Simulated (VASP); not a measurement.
# Pd (P6_3/mmc) in VASP: a series of runs, part 2 of 2

VASP 6.6.1. The steps go on from the part before.

## Step 3: Single point, revPBE, collinear spin, ferromagnetic start (volume scaled by 0.88)

Input file INCAR:

```
SYSTEM = Pd
  PREC = Accurate
  ENCUT = 520
  EDIFF = 1E-6
  ISMEAR = -1
  SIGMA = 0.05
  LREAL = .False.
  LASPH = .True.
  NELM = 150
  ALGO = Normal
  ISIF = 2
  LWAVE = .False.
  LCHARG = .True.
  ISPIN = 2
  MAGMOM = 0.349 0.349
  LORBIT = 11
  LMAXMIX = 4
  GGA = RE
  LELF = .True.
  LVHAR = .True.
  NBANDS = 21
```

Input file KPOINTS:

```
regular mesh
0
Gamma
  15 15 8
  0 0 0
```

Input file POSCAR:

```
Pd
1.0
    2.6699599151      0.0000000000      0.0000000000
   -1.3349799575      2.3122531135      0.0000000000
    0.0000000000      0.0000000000      4.4837822790
Pd
2
Direct
    0.3333333333      0.6666666667      0.2500000000
    0.6666666667      0.3333333333      0.7500000000
```

Potentials or basis: VASP PAW PBE potentials, release 64 (Pd).

The run is started by

```console
$ cat potpaw_PBE.64/Pd/POTCAR > POTCAR
$ mpirun -np 1 vasp_std > vasp.out
```

OUTCAR:

```text
SYSTEM = Pd
   PREC = Accurate
   ENCUT = 520
   EDIFF = 1E-6
   ISMEAR = -1
   LREAL = .False.
   LASPH = .True.
   NELM = 150
   ISIF = 2
   ISPIN = 2
   LORBIT = 11
   GGA = RE

 ion  position               nearest neighbor table
   1  0.333  0.667  0.250-   2 2.72   2 2.72   2 2.72   2 2.72   2 2.72   2 2.72
   2  0.667  0.333  0.750-   1 2.72   1 2.72   1 2.72   1 2.72   1 2.72   1 2.72

  LATTYP: Found a hexagonal cell.
 ALAT       =     2.6699599151
 C/A-ratio  =     1.6793444177

  Lattice vectors:

 A1 = (   2.6699599151,   0.0000000000,   0.0000000000)
 A2 = (  -1.3349799575,   2.3122531135,   0.0000000000)
 A3 = (   0.0000000000,   0.0000000000,   4.4837822790)

Analysis of symmetry for initial positions (statically):
=====================================================================
 Subroutine PRICEL returns:
 Original cell was already a primitive cell.

 Routine SETGRP: Setting up the symmetry group for a
 hexagonal supercell.

 Subroutine GETGRP returns: Found 24 space group operations
 (whereof 12 operations were pure point group operations)
 out of a pool of 24 trial point group operations.

The static configuration has the point symmetry D_3d.
 The point group associated with its full space group is D_6h.

Analysis of symmetry for dynamics (positions and initial velocities):
=====================================================================
 Subroutine PRICEL returns:
 Original cell was already a primitive cell.

 Routine SETGRP: Setting up the symmetry group for a
 hexagonal supercell.

 Subroutine GETGRP returns: Found 24 space group operations
 (whereof 12 operations were pure point group operations)
 out of a pool of 24 trial point group operations.

The dynamic configuration has the point symmetry D_3d.
 The point group associated with its full space group is D_6h.

Analysis of structural, dynamic, and magnetic symmetry:
=====================================================================
 Subroutine PRICEL returns:
 Original cell was already a primitive cell.

 Routine SETGRP: Setting up the symmetry group for a
 hexagonal supercell.

 Subroutine GETGRP returns: Found 24 space group operations
 (whereof 12 operations were pure point group operations)
 out of a pool of 24 trial point group operations.

The overall configuration has the point symmetry D_3d.
 The point group associated with its full space group is D_6h.

 Subroutine INISYM returns: Found 24 space group operations
 (whereof 12 operations are pure point group operations),
 and found     1 'primitive' translations

----------------------------------------------------------------------------------------

                                     Primitive cell

  volume of cell :      27.6812

  direct lattice vectors                    reciprocal lattice vectors
     2.669959915  0.000000000  0.000000000     0.374537458  0.216239302  0.000000000
    -1.334979958  2.312253114  0.000000000     0.000000000  0.432478605  0.000000000
     0.000000000  0.000000000  4.483782279     0.000000000  0.000000000  0.223025994

  length of vectors
[... 71 lines left out ...]
   NGXF,Y,Z  is equivalent  to a cutoff of  24.91, 24.91, 26.70 a.u.
 SYSTEM =  Pd
   PREC   = accura    normal or accurate (medium, high low for compatibility)
   ISTART =      0    job   : 0-new  1-cont  2-samecut
   ICHARG =      2    charge: 1-file 2-atom 10-const
   ISPIN  =      2    spin polarized calculation?
   LNONCOLLINEAR =      F non collinear calculations
   LSORBIT =      F    spin-orbit coupling
   LASPH  =      T    aspherical Exc in radial PAW
   ENCUT  =  520.0 eV  38.22 Ry    6.18 a.u.   4.96  4.96  8.34*2*pi/ulx,y,z
   NELM   =    150;   NELMIN=  2; NELMDL= -5     # of ELM steps
   EDIFF  = 0.1E-05   stopping-criterion for ELM
   LREAL  =      F    real-space projection
   EDIFFG = 0.1E-04   stopping-criterion for IOM
   NSW    =      0    number of steps for IOM
   IBRION =     -1    ionic relax: 0-MD 1-quasi-New 2-CG
   NFREE  =      0    steps in history (QN), initial steepest desc. (CG)
   ISIF   =      2    stress and relaxation
   ISYM   =      2    0-nonsym 1-usesym 2-fastsym
   POTIM  = 0.5000    time-step for ionic-motion
   TEBEG  =    0.0;   TEEND  =   0.0 temperature during run
   PSTRESS=    0.0 pullay stress
   NELECT =      20.0000    total number of electrons
   NUPDOWN=      -1.0000    fix difference up-down
   EMIN   =  10.00;   EMAX   =-10.00  energy-range for DOS
   EFERMI =   0.00;   METHOD = LEGACY
   ISMEAR =    -1;   SIGMA  =   0.05  broadening in eV -4-tet -1-fermi 0-gaus
   EFERMI_NEDOS =   21; number of points for ismear=-14 and -15
   IALGO  =     38    algorithm
   IMIX   =      4    mixing-type and parameters
     AMIX     =   0.40;   BMIX     =  1.00
     AMIX_MAG =   1.60;   BMIX_MAG =  1.00
  volume/ion in A,a.u.               =      13.84        93.40
  Fermi-wavevector in a.u.,A,eV,Ry     =   1.469005  2.776017 29.361043  2.157976
  Thomas-Fermi vector in A             =   2.584435
   LORBIT       =     11    0 simple, 1 ext, 2 COOP (PROOUT), +10 PAW based schemes
   GGA     = RE    functional components
   LHFCALC =     F    Hartree Fock is set to
   AEXX    =    0.0000 exact exchange contribution
   IVDW    =     0    specifies the selected vdW correction
   LEPSILON=     F    determine dielectric tensor
   LRPA    =     F    only Hartree local field effects (RPA)
 spin polarized calculation
  energy-cutoff  :      520.00
  volume of cell :       27.68
 maximum number of plane-waves:       771
 NGX is ok and might be reduce to    20
   NGX =  9   NGY =  9   NGZ = 17

 number of electron      19.9999997 magnetization       0.2106739

 Free energy of the ion-electron system (eV)
  ---------------------------------------------------
  ext. energy  EPLUGINS =         0.00000000
  ---------------------------------------------------
  free energy    TOTEN  =        -9.17912548 eV

  energy without entropy =       -9.14181612  energy(sigma->0) =       -9.16047080

 E-fermi :  10.9767     XC(G=0): -13.5139

 val. band max:       10.9756949526   @ k =   0.4000   0.0000   0.3750
 cond. band min:      10.9772452770   @ k =   0.4667   0.0000   0.3750
 fundamental gap:      0.0015503244
 Fermi energy:        10.9767404480

 spin component 1

 k-point     1 :       0.0000    0.0000    0.0000
  band No.  band energies     occupation
      1       3.3555      1.00000
      2       5.1293      1.00000
      3       7.6112      1.00000
      4       7.8890      1.00000
      5       7.8890      1.00000
      6       8.2716      1.00000
[... 565 lines left out ...]
     20      36.9341      0.00000
     21      37.0251      0.00000

 [... further k-points ...]

 spin component 2

 k-point     1 :       0.0000    0.0000    0.0000
  band No.  band energies     occupation
      1       3.3593      1.00000
      2       5.1836      1.00000
      3       7.6962      1.00000
      4       7.9687      1.00000
      5       7.9687      1.00000
      6       8.3539      1.00000
[... 565 lines left out ...]
     20      37.1135      0.00000
     21      37.1437      0.00000

 [... further k-points ...]

------------------------ aborting loop because EDIFF is reached ----------------------------------------

  FORCE on cell =-STRESS in cart. coord.  units (eV):
  Direction    XX          YY          ZZ          XY          YZ          ZX
  --------------------------------------------------------------------------------------
  -------------------------------------------------------------------------------------
  Total        4.7390974      4.7390974      4.4953396      0.0000000      0.0000000      0.0000000
  in kB      274.2973321    274.2973321    260.1887185      0.0000000      0.0000000      0.0000000
  external PRESSURE =     269.5944609 kB  Pullay stress =       0.0000000 kB

 VOLUME and BASIS-vectors are now :
 -----------------------------------------------------------------------------
  energy-cutoff  :      520.00
  volume of cell :       27.68
      direct lattice vectors                 reciprocal lattice vectors
     2.669959915  0.000000000  0.000000000     0.374537458  0.216239302  0.000000000
    -1.334979958  2.312253114  0.000000000     0.000000000  0.432478605  0.000000000
     0.000000000  0.000000000  4.483782279     0.000000000  0.000000000  0.223025994

 POSITION                                       TOTAL-FORCE (eV/Angst)
 -----------------------------------------------------------------------------------
     -0.00000      1.54150      1.12095        -0.000000     -0.000000      0.000000
      1.33498      0.77075      3.36284         0.000000      0.000000      0.000000
 -----------------------------------------------------------------------------------
    total drift:                               -0.000000      0.000000     -0.000000

  FREE ENERGIE OF THE ION-ELECTRON SYSTEM (eV)
  ---------------------------------------------------
  free  energy   TOTEN  =        -9.1791254839 eV

  energy  without entropy=       -9.1418161248  energy(sigma->0) =       -9.16047080

 total charge

# of ion       s       p       d       tot
------------------------------------------
    1        0.528   0.545   8.525   9.598
    2        0.528   0.545   8.525   9.598
--------------------------------------------------
tot          1.056   1.090  17.050  19.195

 magnetization (x)

# of ion       s       p       d       tot
------------------------------------------
    1       -0.001  -0.003   0.108   0.104
    2       -0.001  -0.003   0.108   0.104
--------------------------------------------------
tot         -0.001  -0.006   0.216   0.209
```

OSZICAR:

```text
N       E                     dE             d eps       ncg     rms          rms(c)
DAV:   1     0.119846739821E+03    0.11985E+03   -0.98994E+03 11356   0.924E+02
DAV:   2    -0.680849301961E+01   -0.12666E+03   -0.11857E+03 12705   0.235E+02
DAV:   3    -0.964469747766E+01   -0.28362E+01   -0.28081E+01 13443   0.372E+01
DAV:   4    -0.966325163823E+01   -0.18554E-01   -0.18551E-01 13811   0.299E+00
DAV:   5    -0.966351688345E+01   -0.26525E-03   -0.26524E-03 14142   0.376E-01    0.132E+01
DAV:   6    -0.921837543564E+01    0.44514E+00   -0.62793E-01 13995   0.786E+00    0.681E+00
DAV:   7    -0.918515373905E+01    0.33222E-01   -0.27225E-02 14776   0.142E+00    0.284E+00
DAV:   8    -0.917908033679E+01    0.60734E-02   -0.28795E-03 14046   0.378E-01    0.962E-01
DAV:   9    -0.917904193824E+01    0.38399E-04   -0.19054E-04 15215   0.932E-02    0.662E-02
DAV:  10    -0.917905521884E+01   -0.13281E-04   -0.13198E-05 14228   0.291E-02    0.352E-02
DAV:  11    -0.917907547190E+01   -0.20253E-04   -0.62323E-06 13950   0.198E-02    0.293E-02
DAV:  12    -0.917908953509E+01   -0.14063E-04   -0.46307E-06 13715   0.188E-02    0.241E-02
DAV:  13    -0.917910331267E+01   -0.13778E-04   -0.89486E-06 13920   0.265E-02    0.180E-02
DAV:  14    -0.917911649516E+01   -0.13182E-04   -0.18688E-05 14005   0.380E-02    0.109E-02
DAV:  15    -0.917912412003E+01   -0.76249E-05   -0.17140E-05 13955   0.362E-02    0.523E-03
DAV:  16    -0.917912547823E+01   -0.13582E-05   -0.50531E-06 14120   0.190E-02    0.220E-03
DAV:  17    -0.917912548388E+01   -0.56473E-08   -0.95074E-07  9543   0.837E-03
   1 F= -.91791255E+01 E0= -.91604708E+01  d E =-.373094E-01  mag=     0.2058
```

stdout:

```text
POSCAR found type information on POSCAR Pd
 POSCAR found :  1 types and       2 ions
 scaLAPACK will be used
 -----------------------------------------------------------------------------
|                                                                             |
|                                                                             |
|     You enforced a specific xc type in the INCAR file but a different       |
|     I HOPE YOU KNOW WHAT YOU ARE DOING!                                     |
|                                                                             |
 -----------------------------------------------------------------------------

 LDA part: xc-table for (Slater+PW92), standard interpolation
 POSCAR, INCAR and KPOINTS ok, starting setup
 FFT: planning ... GRIDC
 FFT: planning ... GRID_SOFT
 FFT: planning ... GRID
 WAVECAR not read
 entering main loop
```

It took 2 min on 1 thread of Intel Xeon 6975P-C, shared host; peak memory 0.23 GiB.

Results:

| Property | Result |
| --- | --- |
| Free energy | -9.1791 eV |
| Pressure | 27.0 GPa |
| Net moment | 0.21 μB per cell |
| Site moments | Pd +0.10 μB |
| Valence electrons inside the program's atomic spheres | Pd 9.60 |

Caveat: the PAW data sets were made with another functional, which shifts forces and pressure a little.
